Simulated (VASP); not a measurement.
# LiH (Fm-3m) in VASP: further runs

The runs below take LiH through single point, with HSE06, PBE0.

Everything below comes from runs of VASP 6.6.1. Logs are shortened: lines on timing, memory, paths and dates and some standing lists are left out, and cuts for length are marked.

## Step 1: The cell of the first run

The structure is cubic, space group Fm-3m (No. 225). The conventional cell has a = 4.007 Å, b = 4.007 Å, c = 4.007 Å, α = 90.00°, β = 90.00°, γ = 90.00°. Li (site symmetry m-3m) has 6 H at 2.00 Å within 2.7 Å. Within 2.7 Å of H (site symmetry m-3m) lie 6 Li at 2.00 Å.

## Step 2: Single point, HSE06

Contents of POSCAR:

```
LiH
1.0
    0.0000000000      2.0033987008      2.0033987008
    2.0033987008      0.0000000000      2.0033987008
    2.0033987008      2.0033987008      0.0000000000
Li H
1 1
Direct
    0.0000000000      0.0000000000      0.0000000000
    0.5000000000      0.5000000000      0.5000000000
```

Contents of INCAR.step1:

```
SYSTEM = LiH
PREC = Accurate
ENCUT = 520
EDIFF = 1E-5
ISMEAR = 0
SIGMA = 0.02
LREAL = .False.
LASPH = .True.
NELM = 80
ALGO = Normal
ISIF = 2
LWAVE = .True.
LCHARG = .False.
NBANDS = 9
GGA = PE
```

Contents of INCAR.step2:

```
SYSTEM = LiH
PREC = Accurate
ENCUT = 520
EDIFF = 1E-6
ISMEAR = 0
SIGMA = 0.02
LREAL = .False.
LASPH = .True.
NELM = 80
ALGO = Normal
ISIF = 2
LWAVE = .False.
LCHARG = .False.
GGA = PE
LHFCALC = .True.
HFSCREEN = 0.2079
PRECFOCK = Normal
NBANDS = 9
ISTART = 1
```

Contents of KPOINTS:

```
Automatic mesh
0
Gamma
  8 8 8
  0 0 0
```

Potentials or basis: VASP PAW PBE potentials, release 64 (Li_sv, H).

Run with:

```console
> cat potpaw_PBE.64/Li_sv/POTCAR potpaw_PBE.64/H/POTCAR > POTCAR
> cp INCAR.step1 INCAR
> mpirun -np 1 vasp_std > vasp.out
> cp INCAR.step2 INCAR
> mpirun -np 1 vasp_std > vasp.out
```

OUTCAR:

```text
SYSTEM = LiH
   PREC = Accurate
   ENCUT = 520
   EDIFF = 1E-6
   ISMEAR = 0
   LREAL = .False.
   LASPH = .True.
   NELM = 80
   ISIF = 2
   GGA = PE
   LHFCALC = .True.
   HFSCREEN = 0.2079
   PRECFOCK = Normal
   ISTART = 1

 ion  position               nearest neighbor table
   1  0.000  0.000  0.000-
   2  0.500  0.500  0.500-

  LATTYP: Found a face centered cubic cell.
 ALAT       =     4.0067974016

  Lattice vectors:

 A1 = (   0.0000000000,   2.0033987008,   2.0033987008)
 A2 = (   2.0033987008,   0.0000000000,   2.0033987008)
 A3 = (   2.0033987008,   2.0033987008,   0.0000000000)

Analysis of symmetry for initial positions (statically):
=====================================================================
 Subroutine PRICEL returns:
 Original cell was already a primitive cell.

 Routine SETGRP: Setting up the symmetry group for a
 face centered cubic supercell.

 Subroutine GETGRP returns: Found 48 space group operations
 (whereof 48 operations were pure point group operations)
 out of a pool of 48 trial point group operations.

The static configuration has the point symmetry O_h .

Analysis of symmetry for dynamics (positions and initial velocities):
=====================================================================
 Subroutine PRICEL returns:
 Original cell was already a primitive cell.

 Routine SETGRP: Setting up the symmetry group for a
 face centered cubic supercell.

 Subroutine GETGRP returns: Found 48 space group operations
 (whereof 48 operations were pure point group operations)
 out of a pool of 48 trial point group operations.

The dynamic configuration has the point symmetry O_h .

 Subroutine INISYM returns: Found 48 space group operations
 (whereof 48 operations are pure point group operations),
 and found     1 'primitive' translations

----------------------------------------------------------------------------------------

                                     Primitive cell

  volume of cell :      16.0817

  direct lattice vectors                    reciprocal lattice vectors
     0.000000000  2.003398701  2.003398701    -0.249575883  0.249575883  0.249575883
     2.003398701  0.000000000  2.003398701     0.249575883 -0.249575883  0.249575883
     2.003398701  2.003398701  0.000000000     0.249575883  0.249575883 -0.249575883

  length of vectors
     2.833233614  2.833233614  2.833233614     0.432278110  0.432278110  0.432278110

  position of ions in fractional coordinates (direct lattice)
     0.000000000  0.000000000  0.000000000
     0.500000000  0.500000000  0.500000000

  ion indices of the primitive-cell ions
   primitive index   ion index
                 1           1
                 2           2

----------------------------------------------------------------------------------------

 KPOINTS: Automatic mesh

Automatic generation of k-mesh.
 Grid dimensions read from file:
 generate k-points for:    8    8    8

 Generating k-lattice:

  Cartesian coordinates                     Fractional coordinates (reciprocal lattice)
    -0.031196985  0.031196985  0.031196985     0.125000000  0.000000000  0.000000000
     0.031196985 -0.031196985  0.031196985     0.000000000  0.125000000  0.000000000
     0.031196985  0.031196985 -0.031196985     0.000000000  0.000000000  0.125000000

  Length of vectors
     0.054034764  0.054034764  0.054034764

  Shift w.r.t. Gamma in fractional coordinates (k-lattice)
     0.000000000  0.000000000  0.000000000

 Subroutine IBZKPT returns following result:
 ===========================================

 Found     29 irreducible k-points:

 Following reciprocal coordinates:
            Coordinates               Weight
  0.000000  0.000000  0.000000      1.000000
  0.125000  0.000000  0.000000      8.000000
  0.250000  0.000000  0.000000      8.000000
  0.375000  0.000000  0.000000      8.000000
  0.500000  0.000000  0.000000      4.000000
  0.125000  0.125000  0.000000      6.000000
[... 16 lines left out ...]
  0.500000  0.250000  0.125000     48.000000
 -0.375000  0.250000  0.125000     24.000000
 [... further k-points ...]
   k-points           NKPTS =     29   k-points in BZ     NKDIM =    512   number of bands    NBANDS=      9
   number of dos      NEDOS =    301   number of ions     NIONS =      2
   total plane-waves  NPLWV =  13824
   dimension x,y,z NGX =    24 NGY =   24 NGZ =   24
   dimension x,y,z NGXF=    48 NGYF=   48 NGZF=   48
   ions per type =               1   1
   NGX,Y,Z   is equivalent  to a cutoff of  14.08, 14.08, 14.08 a.u.
   NGXF,Y,Z  is equivalent  to a cutoff of  28.17, 28.17, 28.17 a.u.
 SYSTEM =  LiH
   PREC   = accura    normal or accurate (medium, high low for compatibility)
   ISTART =      1    job   : 0-new  1-cont  2-samecut
   ICHARG =      0    charge: 1-file 2-atom 10-const
   ISPIN  =      1    spin polarized calculation?
   LNONCOLLINEAR =      F non collinear calculations
   LSORBIT =      F    spin-orbit coupling
   LASPH  =      T    aspherical Exc in radial PAW
   ENCUT  =  520.0 eV  38.22 Ry    6.18 a.u.   5.27  5.27  5.27*2*pi/ulx,y,z
   NELM   =     80;   NELMIN=  2; NELMDL=  0     # of ELM steps
   EDIFF  = 0.1E-05   stopping-criterion for ELM
   LREAL  =      F    real-space projection
   EDIFFG = 0.1E-04   stopping-criterion for IOM
   NSW    =      0    number of steps for IOM
   IBRION =     -1    ionic relax: 0-MD 1-quasi-New 2-CG
   NFREE  =      0    steps in history (QN), initial steepest desc. (CG)
   ISIF   =      2    stress and relaxation
   ISYM   =      3    0-nonsym 1-usesym 2-fastsym
   POTIM  = 0.5000    time-step for ionic-motion
   TEBEG  =    0.0;   TEEND  =   0.0 temperature during run
   PSTRESS=    0.0 pullay stress
   NELECT =       4.0000    total number of electrons
   NUPDOWN=      -1.0000    fix difference up-down
   EMIN   =  10.00;   EMAX   =-10.00  energy-range for DOS
   EFERMI =   0.00;   METHOD = LEGACY
   ISMEAR =     0;   SIGMA  =   0.02  broadening in eV -4-tet -1-fermi 0-gaus
   EFERMI_NEDOS =   21; number of points for ismear=-14 and -15
   IALGO  =     38    algorithm
   IMIX   =      1    mixing-type and parameters
     AMIX     =   0.40;   BMIX     =  1.00
     AMIX_MAG =   1.60;   BMIX_MAG =  1.00
  volume/ion in A,a.u.               =       8.04        54.26
  Fermi-wavevector in a.u.,A,eV,Ry     =   1.029558  1.945582 14.422032  1.059989
  Thomas-Fermi vector in A             =   2.163612
   LORBIT       =      0    0 simple, 1 ext, 2 COOP (PROOUT), +10 PAW based schemes
   GGA     = PE    functional components
   LHFCALC =     T    Hartree Fock is set to
   PRECFOCK=normal    Normal, Fast or Accurate (Low or Medium for compatibility)
   ENCUT4O =  -1.0   cutoff for four orbital integrals eV
   NKREDX  =     1    reduce k-point grid by
   NKREDY  =     1    reduce k-point grid by
   NKREDZ  =     1    reduce k-point grid by
   AEXX    =    0.2500 exact exchange contribution
   HFSCREEN=    0.2079 screening length (either q_TF or 0.3 A-1)
   HFSCREENC=   0.2079 screening length for correlation (either q_TF or 0.3 A-1)
   ENCUTFOCK=  -1.0 apply spherical cutoff to Coloumb kernel
   IVDW    =     0    specifies the selected vdW correction
   LEPSILON=     F    determine dielectric tensor
   LRPA    =     F    only Hartree local field effects (RPA)
 non-spin polarized calculation
 Gauss-broadening in eV      SIGMA  =   0.02
  energy-cutoff  :      520.00
  volume of cell :       16.08
 maximum number of plane-waves:       445
 NGX is ok and might be reduce to    24
  NGX = 16; NGY = 16; NGZ = 16

 number of electron       3.9999995 magnetization

 Free energy of the ion-electron system (eV)
  ---------------------------------------------------
  ext. energy  EPLUGINS =         0.00000000
  ---------------------------------------------------
  free energy    TOTEN  =        -6.78648701 eV

  energy without entropy =       -6.78648701  energy(sigma->0) =       -6.78648701

 E-fermi :  -0.3459     XC(G=0):  -7.1270

 val. band max:       -0.5940936947   @ k =   0.5000   0.5000   0.0000
 cond. band min:       3.3750965232   @ k =   0.5000   0.5000   0.0000
 fundamental gap:      3.9691902179
 Fermi energy:        -0.3458751058

 k-point     1 :       0.0000    0.0000    0.0000
  band No.  band energies     occupation
      1     -47.8805      2.00000
      2      -6.6727      2.00000
      3      17.3694      0.00000
      4      18.8852      0.00000
      5      18.8852      0.00000
      6      18.8852      0.00000
      7      23.4948      0.00000
      8      23.4948      0.00000
      9      23.4948      0.00000

 k-point     2 :       0.1250    0.0000    0.0000
  band No.  band energies     occupation
      1     -47.8731      2.00000
      2      -6.3550      2.00000
      3      14.8453      0.00000
      4      17.6546      0.00000
      5      18.3023      0.00000
      6      18.3023      0.00000
      7      23.0245      0.00000
      8      24.7136      0.00000
      9      24.7136      0.00000

 k-point     3 :       0.2500    0.0000    0.0000
  band No.  band energies     occupation
      1     -47.8550      2.00000
      2      -5.4467      2.00000
      3      10.4534      0.00000
      4      16.1352      0.00000
      5      17.5779      0.00000
      6      17.5779      0.00000
      7      23.1603      0.00000
      8      23.1603      0.00000
      9      24.5196      0.00000

 k-point     4 :       0.3750    0.0000    0.0000
  band No.  band energies     occupation
      1     -47.8366      2.00000
      2      -4.1940      2.00000
      3       6.8844      0.00000
      4      15.0563      0.00000
      5      17.3567      0.00000
      6      17.3568      0.00000
      7      20.9425      0.00000
      8      20.9425      0.00000
      9      26.8000      0.00000

 k-point     5 :       0.5000    0.0000    0.0000
  band No.  band energies     occupation
      1     -47.8291      2.00000
      2      -3.4699      2.00000
      3       5.3695      0.00000
      4      14.6735      0.00000
      5      17.4326      0.00000
      6      17.4326      0.00000
      7      20.0311      0.00000
      8      20.0311      0.00000
      9      28.3801      0.00000

 k-point     6 :       0.1250    0.1250    0.0000
  band No.  band energies     occupation
      1     -47.8708      2.00000
      2      -6.2415      2.00000
      3      15.3887      0.00000
      4      16.5726      0.00000
      5      16.5727      0.00000
      6      19.7537      0.00000
      7      20.0026      0.00000
      8      25.8420      0.00000
      9      26.7323      0.00000
[... 169 lines left out ...]
 k-point    21 :       0.5000    0.5000    0.0000
  band No.  band energies     occupation
      1     -47.8160      2.00000
      2      -0.5941      2.00000
      3       3.3751      0.00000
      4      11.5863      0.00000
      5      11.5863      0.00000
      6      14.6937      0.00000
      7      18.3618      0.00000
      8      35.9671      0.00000
      9      35.9671      0.00000

 k-point    22 :       0.3750    0.2500    0.1250
  band No.  band energies     occupation
      1     -47.8421      2.00000
      2      -4.5628      2.00000
      3      10.3385      0.00000
      4      11.0506      0.00000
      5      15.1327      0.00000
      6      18.6647      0.00000
      7      20.9971      0.00000
      8      24.9463      0.00000
      9      28.8056      0.00000

 k-point    23 :       0.5000    0.2500    0.1250
  band No.  band energies     occupation
      1     -47.8279      2.00000
      2      -3.2393      2.00000
      3       7.1217      0.00000
      4       9.8571      0.00000
      5      14.4168      0.00000
      6      17.8304      0.00000
      7      23.2673      0.00000
      8      25.4285      0.00000
      9      28.2706      0.00000

 k-point    24 :      -0.3750    0.2500    0.1250
  band No.  band energies     occupation
      1     -47.8220      2.00000
      2      -2.4477      2.00000
      3       5.5699      0.00000
      4       9.5536      0.00000
      5      14.1496      0.00000
      6      17.4197      0.00000
      7      24.0972      0.00000
      8      27.2192      0.00000
      9      28.3458      0.00000

 [... further k-points ...]

------------------------ aborting loop because EDIFF is reached ----------------------------------------

  FORCE on cell =-STRESS in cart. coord.  units (eV):
  Direction    XX          YY          ZZ          XY          YZ          ZX
  --------------------------------------------------------------------------------------
  -------------------------------------------------------------------------------------
  Total       -0.0724820     -0.0724820     -0.0724820      0.0000000     -0.0000000     -0.0000000
  in kB       -7.2211898     -7.2211898     -7.2211898      0.0000000     -0.0000000     -0.0000000
  external PRESSURE =      -7.2211898 kB  Pullay stress =       0.0000000 kB

 VOLUME and BASIS-vectors are now :
 -----------------------------------------------------------------------------
  energy-cutoff  :      520.00
  volume of cell :       16.08
      direct lattice vectors                 reciprocal lattice vectors
     0.000000000  2.003398701  2.003398701    -0.249575883  0.249575883  0.249575883
     2.003398701  0.000000000  2.003398701     0.249575883 -0.249575883  0.249575883
     2.003398701  2.003398701  0.000000000     0.249575883  0.249575883 -0.249575883

 POSITION                                       TOTAL-FORCE (eV/Angst)
 -----------------------------------------------------------------------------------
      0.00000      0.00000      0.00000         0.000000     -0.000000      0.000000
      2.00340      2.00340      2.00340        -0.000000      0.000000     -0.000000
 -----------------------------------------------------------------------------------
    total drift:                               -0.000000     -0.000000     -0.000000

  FREE ENERGIE OF THE ION-ELECTRON SYSTEM (eV)
  ---------------------------------------------------
  free  energy   TOTEN  =        -6.7864870063 eV

  energy  without entropy=       -6.7864870063  energy(sigma->0) =       -6.78648701
```

Wall time 3.3 min (1 thread of AMD EPYC 7R13 (Zen 3), shared host); peak memory 0.21 GiB.

Results:

* Free energy: -6.7865 eV
* Band gap on the k mesh: 3.97 eV

Caveat: the cutoff is under 1.25 times the usual one of these potentials, so pressure, stress and relaxed cells hold a basis-set (Pulay) error; the PAW data sets were made with another functional, which shifts forces and pressure a little.

## Step 3: Single point, PBE0

POSCAR is that of step 2.

Contents of INCAR.step1:

```
SYSTEM = LiH
PREC = Accurate ; ENCUT = 520
EDIFF = 1E-5 ; ISMEAR = 0
SIGMA = 0.02 ; LREAL = .FALSE.
LASPH = .TRUE. ; NELM = 80
ALGO = Normal ; ISIF = 2
LWAVE = .TRUE. ; GGA = PE
NBANDS = 9
```

Contents of INCAR.step2:

```
SYSTEM = LiH
PREC = Accurate ; ENCUT = 520
EDIFF = 1E-7 ; ISMEAR = 0
SIGMA = 0.02 ; LREAL = .FALSE.
LASPH = .TRUE. ; NELM = 80
ALGO = Normal ; ISIF = 2
LWAVE = .FALSE. ; LCHARG = .TRUE.
GGA = PE ; LHFCALC = .TRUE.
AEXX = 0.25 ; PRECFOCK = Normal
LELF = .TRUE. ; LVHAR = .TRUE.
ISTART = 1 ; NBANDS = 9
```

Contents of KPOINTS:

```
Automatic mesh
0
G
  8 8 8
  0 0 0
```

Potentials or basis: VASP PAW PBE potentials, release 64 (Li_sv, H).

Run with:

```console
> cat potpaw_PBE.64/Li_sv/POTCAR potpaw_PBE.64/H/POTCAR > POTCAR
> cp INCAR.step1 INCAR
> mpirun -np 1 vasp_std > vasp.out
> cp INCAR.step2 INCAR
> mpirun -np 1 vasp_std > vasp.out
```

It took 4.7 min on 1 thread of AMD EPYC 7R13 (Zen 3), shared host; peak memory 0.11 GiB.

The run converged. Its results:

* Free energy: -7.1370 eV
* Band gap on the k mesh: 4.67 eV

Levels at points of the mesh, in eV from the valence-band top:
```tsv
k point	band 1	band 2	band 3	band 4	band 5	band 6
(0.00, 0.00, 0.00)	-47.35	-6.15	18.72	20.26	20.26	20.26
(0.50, 0.00, 0.00)	-47.29	-2.92	6.69	16.02	18.79	18.79
(0.50, 0.50, 0.00)	-47.28	0.00	4.67	12.94	12.94	16.02
```

Caveat: the cutoff is under 1.25 times the usual one of these potentials, so pressure, stress and relaxed cells hold a basis-set (Pulay) error; the PAW data sets were made with another functional, which shifts forces and pressure a little. A k mesh can miss the band edges.
